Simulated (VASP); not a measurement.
# SnGe2 (P-3m1) in VASP: a series of runs

The runs below take SnGe2 through single point, relaxation of cell and atoms, with PBE.

All numbers are computed with VASP 6.6.1; they aren't measurements. Logs are shortened: lines on timing, memory, paths and dates and some standing lists are left out, and cuts for length are marked.

### 1 The cell of the first run

The structure is trigonal, space group P-3m1 (No. 164). Conventional cell: a = 4.298 Å, b = 4.298 Å, c = 10.469 Å, α = 90.00°, β = 90.00°, γ = 120.00°. Sn (site symmetry 3m) has 3 Ge at 2.65 Å and 1 Sn at 2.87 Å within 3.5 Å. Ge (site symmetry 3m) has 4 Ge at 2.50 to 2.59 Å within 3.3 Å. Ge (site symmetry 3m) has 1 Ge at 2.50 Å and 3 Sn at 2.65 Å within 3.3 Å.

### 2 Single point, PBE

INCAR

```
PREC = Accurate
ENCUT = 520
EDIFF = 1E-6
ISMEAR = 0
SIGMA = 0.1
LREAL = F
LASPH = T
NELM = 60
ALGO = Normal
ISIF = 2
LWAVE = F
LCHARG = F
GGA = PE
NBANDS = 51
```

KPOINTS

```
regular mesh
0
Gamma
  6 6 2
```

POSCAR

```
SnGe2
1.0
    4.2977210565      0.0000000000      0.0000000000
   -2.1488605282      3.7219356133      0.0000000000
    0.0000000000      0.0000000000     10.4688629889
Sn Ge
2 4
Direct
    0.0000000000      0.0000000000      0.8629222087
    0.0000000000      0.0000000000      0.1370777913
    0.3333333333      0.6666666667      0.5350536491
    0.6666666667      0.3333333333      0.2265416917
    0.6666666667      0.3333333333      0.4649463509
    0.3333333333      0.6666666667      0.7734583083
```

Potentials or basis: VASP PAW PBE potentials, release 64 (Sn_d, Ge_d).

The run is started by

```bash
$ cat potpaw_PBE.64/Sn_d/POTCAR potpaw_PBE.64/Ge_d/POTCAR > POTCAR
$ mpirun -np 1 vasp_std > vasp.out
```

OUTCAR:

```text
PREC = Accurate
   ENCUT = 520
   EDIFF = 1E-6
   ISMEAR = 0
   LREAL = F
   LASPH = T
   NELM = 60
   ISIF = 2
   GGA = PE

 ion  position               nearest neighbor table
   1  0.000  0.000  0.863-   6 2.65   6 2.65   6 2.65   2 2.87
   2  0.000  0.000  0.137-   4 2.65   4 2.65   4 2.65   1 2.87
   3  0.333  0.667  0.535-   6 2.50   5 2.59   5 2.59   5 2.59
   4  0.667  0.333  0.227-   5 2.50   2 2.65   2 2.65   2 2.65
   5  0.667  0.333  0.465-   4 2.50   3 2.59   3 2.59   3 2.59
   6  0.333  0.667  0.773-   3 2.50   1 2.65   1 2.65   1 2.65

  LATTYP: Found a hexagonal cell.
 ALAT       =     4.2977210565
 C/A-ratio  =     2.4359103002

  Lattice vectors:

 A1 = (   4.2977210565,   0.0000000000,   0.0000000000)
 A2 = (  -2.1488605282,   3.7219356133,   0.0000000000)
 A3 = (   0.0000000000,   0.0000000000,  10.4688629889)

Analysis of symmetry for initial positions (statically):
=====================================================================
 Subroutine PRICEL returns:
 Original cell was already a primitive cell.

 Routine SETGRP: Setting up the symmetry group for a
 hexagonal supercell.

 Subroutine GETGRP returns: Found 12 space group operations
 (whereof 12 operations were pure point group operations)
 out of a pool of 24 trial point group operations.

The static configuration has the point symmetry D_3d.

Analysis of symmetry for dynamics (positions and initial velocities):
=====================================================================
 Subroutine PRICEL returns:
 Original cell was already a primitive cell.

 Routine SETGRP: Setting up the symmetry group for a
 hexagonal supercell.

 Subroutine GETGRP returns: Found 12 space group operations
 (whereof 12 operations were pure point group operations)
 out of a pool of 24 trial point group operations.

The dynamic configuration has the point symmetry D_3d.

 Subroutine INISYM returns: Found 12 space group operations
 (whereof 12 operations are pure point group operations),
 and found     1 'primitive' translations

----------------------------------------------------------------------------------------

                                     Primitive cell

  volume of cell :     167.4583

  direct lattice vectors                    reciprocal lattice vectors
     4.297721057  0.000000000  0.000000000     0.232681458  0.134338702  0.000000000
    -2.148860528  3.721935613  0.000000000     0.000000000  0.268677404  0.000000000
     0.000000000  0.000000000 10.468862989     0.000000000  0.000000000  0.095521357

  length of vectors
     4.297721057  4.297721056 10.468862989     0.268677404  0.268677404  0.095521357

  position of ions in fractional coordinates (direct lattice)
     0.000000000  0.000000000  0.862922209
     0.000000000  0.000000000  0.137077791
     0.333333333  0.666666667  0.535053649
     0.666666667  0.333333333  0.226541692
     0.666666667  0.333333333  0.464946351
     0.333333333  0.666666667  0.773458308

  ion indices of the primitive-cell ions
   primitive index   ion index
                 1           1
                 2           2
                 3           3
                 4           4
                 5           5
                 6           6

----------------------------------------------------------------------------------------

 KPOINTS: regular mesh

Automatic generation of k-mesh.
 Grid dimensions read from file:
 generate k-points for:    6    6    2

 Generating k-lattice:

  Cartesian coordinates                     Fractional coordinates (reciprocal lattice)
     0.038780243  0.022389784  0.000000000     0.166666667  0.000000000  0.000000000
     0.000000000  0.044779567  0.000000000     0.000000000  0.166666667  0.000000000
     0.000000000  0.000000000  0.047760679     0.000000000  0.000000000  0.500000000

  Length of vectors
     0.044779567  0.044779567  0.047760679

  Shift w.r.t. Gamma in fractional coordinates (k-lattice)
     0.000000000  0.000000000  0.000000000

 Subroutine IBZKPT returns following result:
[... 43 lines left out ...]
   NGX = 15   NGY = 15   NGZ = 39

 number of electron      83.9999959 magnetization

 Free energy of the ion-electron system (eV)
  ---------------------------------------------------
  ext. energy  EPLUGINS =         0.00000000
  ---------------------------------------------------
  free energy    TOTEN  =       -25.48021229 eV

  energy without entropy =      -25.47761386  energy(sigma->0) =      -25.47891307

 E-fermi :   4.6001     XC(G=0):  -9.2573

 val. band max:        4.5940414357   @ k =   0.0000   0.0000   0.0000
 cond. band min:       4.6707586857   @ k =   0.5000   0.0000   0.5000
 fundamental gap:      0.0767172500
 Fermi energy:         4.6000737535

 k-point     1 :       0.0000    0.0000    0.0000
  band No.  band energies     occupation
      1     -20.0607      2.00000
      2     -20.0607      2.00000
      3     -20.0354      2.00000
      4     -20.0213      2.00000
      5     -20.0212      2.00000
      6     -19.9998      2.00000
[... 43 lines left out ...]
     50       8.0806      0.00000
     51       8.4770      0.00000

 k-point     2 :       0.1667   -0.0000    0.0000
  band No.  band energies     occupation
      1     -20.0680      2.00000
      2     -20.0678      2.00000
      3     -20.0409      2.00000
      4     -20.0125      2.00000
      5     -20.0118      2.00000
      6     -19.9896      2.00000
[... 43 lines left out ...]
     50       8.5827      0.00000
     51       8.6299      0.00000

 k-point     3 :       0.3333    0.0000    0.0000
  band No.  band energies     occupation
      1     -20.0772      2.00000
      2     -20.0730      2.00000
      3     -20.0506      2.00000
      4     -20.0092      2.00000
      5     -19.9991      2.00000
      6     -19.9642      2.00000
[... 43 lines left out ...]
     50       9.3680      0.00000
     51       9.6831      0.00000
[... 487 lines left out ...]
 k-point    13 :       0.3333    0.1667    0.5000
  band No.  band energies     occupation
      1     -20.0897      2.00000
      2     -20.0664      2.00000
      3     -20.0559      2.00000
      4     -19.9998      2.00000
      5     -19.9892      2.00000
      6     -19.9623      2.00000
[... 43 lines left out ...]
     50       9.3816      0.00000
     51       9.7792      0.00000

 k-point    14 :       0.3333    0.3333    0.5000
  band No.  band energies     occupation
      1     -20.0970      2.00000
      2     -20.0606      2.00000
      3     -20.0606      2.00000
      4     -19.9884      2.00000
      5     -19.9721      2.00000
      6     -19.9721      2.00000
[... 43 lines left out ...]
     50       9.5591      0.00000
     51      10.0405      0.00000

------------------------ aborting loop because EDIFF is reached ----------------------------------------

  FORCE on cell =-STRESS in cart. coord.  units (eV):
  Direction    XX          YY          ZZ          XY          YZ          ZX
  --------------------------------------------------------------------------------------
  -------------------------------------------------------------------------------------
  Total        0.2175187      0.2175187      0.1585248      0.0000000      0.0000000     -0.0000000
  in kB        2.0811364      2.0811364      1.5167049      0.0000000      0.0000000     -0.0000000
  external PRESSURE =       1.8929926 kB  Pullay stress =       0.0000000 kB

 VOLUME and BASIS-vectors are now :
 -----------------------------------------------------------------------------
  energy-cutoff  :      520.00
  volume of cell :      167.46
      direct lattice vectors                 reciprocal lattice vectors
     4.297721057  0.000000000  0.000000000     0.232681458  0.134338702  0.000000000
    -2.148860528  3.721935613  0.000000000     0.000000000  0.268677404  0.000000000
     0.000000000  0.000000000 10.468862989     0.000000000  0.000000000  0.095521357

 POSITION                                       TOTAL-FORCE (eV/Angst)
 -----------------------------------------------------------------------------------
      0.00000      0.00000      9.03381         0.000000     -0.000000      0.009965
      0.00000      0.00000      1.43505         0.000000      0.000000     -0.009965
     -0.00000      2.48129      5.60140         0.000000     -0.000000     -0.003972
      2.14886      1.24065      2.37163         0.000000      0.000000     -0.004585
      2.14886      1.24065      4.86746        -0.000000      0.000000      0.003972
     -0.00000      2.48129      8.09723        -0.000000      0.000000      0.004585
 -----------------------------------------------------------------------------------
    total drift:                                0.000000      0.000000     -0.000000

  FREE ENERGIE OF THE ION-ELECTRON SYSTEM (eV)
  ---------------------------------------------------
  free  energy   TOTEN  =       -25.4802122901 eV

  energy  without entropy=      -25.4776138552  energy(sigma->0) =      -25.47891307
```

Run time: 3.5 min. Hardware: 1 thread of Intel Xeon 8259CL, shared host; peak memory 0.32 GiB.

What came out:

| Property | Result |
| --- | --- |
| Free energy | -25.4802 eV |
| Pressure | 0.2 GPa |
| Largest force | 0.010 eV/Å |
| Band gap on the k mesh | zero (bands 42 and 43 overlap by 0.28 eV) |

Forces in eV/Å, atoms in the order of the input:
```
Sn   0.000  0.000  0.010
Sn   0.000  0.000 -0.010
Ge   0.000  0.000 -0.004
Ge   0.000  0.000 -0.005
Ge   0.000  0.000  0.004
Ge   0.000  0.000  0.005
```

Caveat: semilocal functionals underestimate gaps, and a narrow one can read as zero; spin-orbit coupling is left out, which moves the levels of the heavy elements.

### 3 Single point, PBE

This run uses another cell than the first one, of 22.21 Å³/atom.

INCAR

```
  PREC = Accurate
  ENCUT = 520
  EDIFF = 1E-6
  ISMEAR = 0
  SIGMA = 0.1
  LREAL = False
  LASPH = True
  NELM = 100
  ALGO = Normal
  ISIF = 2
  LWAVE = False
  LCHARG = False
  GGA = PE
  NBANDS = 51
```

KPOINTS is that of step 2.

POSCAR

```
SnGe2
1.0
    3.9754554200      0.0000000000      0.0000000000
   -1.9877277100      3.4428453900      0.0000000000
    0.0000000000      0.0000000000      9.7378372800
Sn Ge
2 4
Direct
    0.0000000000      0.0000000000      0.8750000000
    0.0000000000      0.0000000000      0.1250000000
    0.3333333300      0.6666666700      0.5416666700
    0.6666666700      0.3333333300      0.2083333300
    0.6666666700      0.3333333300      0.4583333300
    0.3333333300      0.6666666700      0.7916666700
```

Potentials or basis: VASP PAW PBE potentials, release 64 (Sn_d, Ge_d).

The run is started by

```bash
$ cat potpaw_PBE.64/Sn_d/POTCAR potpaw_PBE.64/Ge_d/POTCAR > POTCAR
$ mpirun -np 1 vasp_std > vasp.out
```

Run time: 3.3 min. Hardware: 1 thread of Intel Xeon 8259CL, shared host; peak memory 0.28 GiB.

It converged, with:

- Free energy: -23.1543 eV
- Pressure: 21.1 GPa
- Largest force: 2.612 eV/Å
- Band gap on the k mesh: 0.17 eV

Forces on the atoms (eV/Å):
```
Sn   0.000  0.000 -2.612
Sn   0.000  0.000  2.612
Ge   0.000  0.000 -0.028
Ge   0.000  0.000  1.891
Ge   0.000  0.000  0.028
Ge   0.000  0.000 -1.891
```

Stress tensor (GPa, compression positive):
```
20.68  0.00  0.00
 0.00 20.68  0.00
 0.00  0.00 22.06
```

Levels at points of the mesh, in eV from the valence-band top:
| k point | band 40 | band 41 | band 42 | band 43 | band 44 | band 45 |
| --- | --- | --- | --- | --- | --- | --- |
| (0.00, 0.00, 0.00) | -0.01 | -0.01 | 0.00 | 0.17 | 1.05 | 1.12 |
| (0.50, 0.00, 0.00) | -3.40 | -2.29 | -2.26 | 0.41 | 0.47 | 1.67 |
| (0.00, 0.00, 0.50) | -0.65 | -0.61 | -0.61 | 0.27 | 1.25 | 1.47 |
| (0.50, 0.00, 0.50) | -3.08 | -1.64 | -1.62 | 0.41 | 0.73 | 0.87 |

Caveat: the cell stands under pressure; semilocal functionals underestimate gaps, and a narrow one can read as zero; spin-orbit coupling is left out, which moves the levels of the heavy elements; forces of over 1 eV/Å act on the atoms, so gaps and moduli don't describe the material at rest. A k mesh can miss the band edges.

### 4 Relaxation of cell and atoms, PBE

This run uses another cell than the first one, of 22.21 Å³/atom.

INCAR

```
SYSTEM = SnGe2
PREC = Accurate ; ENCUT = 600
EDIFF = 1E-6 ; ISMEAR = 0
SIGMA = 0.1 ; LREAL = .False.
LASPH = .True. ; NELM = 60
ALGO = Normal ; ISIF = 3
LWAVE = .False. ; LCHARG = .False.
GGA = PE ; IBRION = 2
NSW = 90 ; EDIFFG = -0.04
```

KPOINTS

```
regular mesh
0
Gamma
  6 6 2
  0 0 0
```

POSCAR is that of step 3.

The run is started by

```bash
$ cat potpaw_PBE.64/Sn_d/POTCAR potpaw_PBE.64/Ge_d/POTCAR > POTCAR
$ mpirun -np 1 vasp_std > vasp.out
```

Run time: 31 min. Hardware: 1 thread of Intel Xeon 8259CL, shared host; peak memory 0.33 GiB.

It converged, with:

```yaml
Free_energy: -25.4751 eV
Relaxed_volume: 28.03 Å³/atom
Relaxed_cell: a = 4.308 Å, b = 4.308 Å, c = 10.466 Å, α = 90.00°, β = 90.00°, γ = 120.00°
Space_group_after_relaxing_to_0.1_Å: P-3m1 (No. 164)
Energy_gained_by_relaxing: 386.7 meV/atom
Ionic_steps: 14
Pressure_after_relaxing: -0.1 GPa
Largest_force_after_relaxing: 0.015 eV/Å
Band_gap_on_the_k_mesh: zero (bands 42 and 43 overlap by 0.31 eV)
```

Forces on the atoms (eV/Å):
```
Sn   0.000  0.000  0.007
Sn   0.000  0.000 -0.007
Ge   0.000  0.000  0.015
Ge   0.000  0.000  0.014
Ge   0.000  0.000 -0.015
Ge   0.000  0.000 -0.014
```

Step by step:
```tsv
step	energy change (eV)	largest force (eV/Å)	pressure (GPa)	volume (Å³)
1	0.0000	2.6122	21.17	133.28
2	-1.6574	0.5114	-5.24	198.30
3	-2.1891	0.8056	-0.30	170.21
4	-2.2503	0.4049	-0.26	169.81
5	-2.2598	0.4687	-0.25	169.57
6	-2.3028	0.2435	0.04	168.40
7	-2.3181	0.0572	0.25	167.35
8	-2.3185	0.0307	0.23	167.17
9	-2.3185	0.0233	0.32	167.13
10	-2.3199	0.0542	-0.14	168.52
11	-2.3201	0.0428	0.01	168.14
12	-2.3201	0.0445	-0.05	168.22
13	-2.3201	0.0442	-0.01	168.19
14	-2.3203	0.0153	-0.07	168.21
```

Final structure:
```yaml
crystal:
  lattice:
    - [4.30784, 0.00000, 0.00000]
    - [-2.15392, 3.73070, 0.00000]
    - [0.00000, 0.00000, 10.46623]
  atoms:
    - { symbol: Sn, position: [0.00000, 0.00000, 0.86283] }
    - { symbol: Sn, position: [0.00000, 0.00000, 0.13717] }
    - { symbol: Ge, position: [0.33333, 0.66667, 0.53492] }
    - { symbol: Ge, position: [0.66667, 0.33333, 0.22620] }
    - { symbol: Ge, position: [0.66667, 0.33333, 0.46508] }
    - { symbol: Ge, position: [0.33333, 0.66667, 0.77380] }
```

Levels at points of the mesh, in eV from the Fermi level:
| k point | band 39 | band 40 | band 41 | band 42 | band 43 | band 44 | band 45 | band 46 |
| --- | --- | --- | --- | --- | --- | --- | --- | --- |
| (0.00, 0.00, 0.00) | -0.58 | -0.58 | -0.03 | 0.16 | 0.24 | 0.24 | 0.72 | 2.58 |
| (0.50, 0.00, 0.00) | -2.56 | -2.33 | -1.49 | -1.43 | 0.83 | 1.01 | 1.60 | 1.63 |
| (0.00, 0.00, 0.50) | -0.41 | -0.23 | -0.23 | -0.15 | -0.15 | 0.88 | 0.91 | 3.09 |
| (0.50, 0.00, 0.50) | -2.47 | -1.98 | -1.00 | -0.99 | 0.08 | 0.91 | 1.53 | 2.58 |

Caveat: the volume moved by over 15 % at a fixed basis, so the end points are rough; semilocal functionals underestimate gaps, and a narrow one can read as zero; spin-orbit coupling is left out, which moves the levels of the heavy elements.

### 5 Single point, PBE

This run uses another cell than the first one, of 28.01 Å³/atom.

INCAR

```
PREC = Accurate
ENCUT = 520
EDIFF = 1E-6
ISMEAR = 0
SIGMA = 0.1
LREAL = False
LASPH = True
NELM = 100
ALGO = Normal
ISIF = 2
LWAVE = False
LCHARG = False
GGA = PE
NBANDS = 51
```

KPOINTS

```
regular mesh
0
Gamma
  12 12 4
```

POSCAR

```
SnGe2
1.0
    4.2921448686      0.0000000000      0.0000000000
   -2.1460724343      3.7171064929      0.0000000000
    0.0000000000      0.0000000000     10.5326788053
Sn Ge
2 4
Direct
    0.0000000000      0.0000000000      0.8635872081
    0.0000000000      0.0000000000      0.1364127919
    0.3333333333      0.6666666667      0.5363086710
    0.6666666667      0.3333333333      0.2266028527
    0.6666666667      0.3333333333      0.4636913290
    0.3333333333      0.6666666667      0.7733971473
```

The run is started by

```bash
$ cat potpaw_PBE.64/Sn_d/POTCAR potpaw_PBE.64/Ge_d/POTCAR > POTCAR
$ mpirun -np 1 vasp_std > vasp.out
```

Run time: 16 min. Hardware: 1 thread of Intel Xeon 8259CL, shared host; peak memory 0.58 GiB.

The run converged. Its results:

- Free energy: -25.5174 eV
- Pressure: 0.0 GPa
- Band gap on the k mesh: zero (bands 42 and 43 overlap by 0.27 eV)

Forces in eV/Å, atoms in the order of the input:
```
Sn   0.000  0.000  0.000
Sn   0.000  0.000  0.000
Ge   0.000  0.000  0.002
Ge   0.000  0.000 -0.002
Ge   0.000  0.000 -0.002
Ge   0.000  0.000  0.002
```

Levels at points of the mesh, in eV from the Fermi level:
| k point | band 39 | band 40 | band 41 | band 42 | band 43 | band 44 | band 45 | band 46 |
| --- | --- | --- | --- | --- | --- | --- | --- | --- |
| (0.00, 0.00, 0.00) | -0.68 | -0.68 | -0.10 | -0.07 | 0.14 | 0.14 | 0.67 | 2.44 |
| (0.50, 0.00, 0.00) | -2.69 | -2.51 | -1.61 | -1.56 | 0.73 | 0.81 | 1.45 | 1.48 |
| (0.00, 0.00, 0.50) | -0.47 | -0.34 | -0.34 | -0.25 | -0.25 | 0.81 | 0.83 | 2.94 |
| (0.50, 0.00, 0.50) | -2.59 | -2.09 | -1.20 | -1.12 | -0.10 | 0.81 | 1.42 | 2.36 |

Caveat: semilocal functionals underestimate gaps, and a narrow one can read as zero; spin-orbit coupling is left out, which moves the levels of the heavy elements.

### 6 Overview

| task | cell | k mesh | cutoff (eV) | gap on the mesh (eV) | pressure (GPa) | largest force (eV/Å) |
| --- | --- | --- | --- | --- | --- | --- |
| single point | a = 4.298, b = 4.298, c = 10.469 Å, angles 90.0, 90.0, 120.0°, 6 atoms, atomic positions A | 6 × 6 × 2 | 520 | none | 0.2 | 0.01 |
| single point | a = 3.975, b = 3.975, c = 9.738 Å, angles 90.0, 90.0, 120.0°, 6 atoms, atomic positions B | 6 × 6 × 2 | 520 | 0.17 | 21.1 | 2.61 |
| relaxation of cell and atoms | relaxed from a = 3.975, b = 3.975, c = 9.738 Å, angles 90.0, 90.0, 120.0°, 6 atoms, atomic positions B | 6 × 6 × 2 | 600 | none | -0.1 | 0.02 |
| single point | a = 4.292, b = 4.292, c = 10.533 Å, angles 90.0, 90.0, 120.0°, 6 atoms, atomic positions C | 12 × 12 × 4 | 520 | none | 0.0 | - |

Alike in all rows: level PBE; potentials or basis VASP PAW PBE potentials, release 64 (Sn_d, Ge_d); no spin polarisation; smearing gaussian 0.1 eV.

Caveats: semilocal functionals underestimate gaps, and a narrow one can read as zero; spin-orbit coupling is left out, which moves the levels of the heavy elements; the cell stands under pressure (at least some runs); forces of over 1 eV/Å act on the atoms, so gaps and moduli don't describe the material at rest (at least some runs); the volume moved by over 15 % at a fixed basis, so the end points are rough (at least some runs).

Absolute energies hang on the potentials; compare differences alone.

The gap in the log of VASP goes by the Fermi energy; the results here count the filled bands.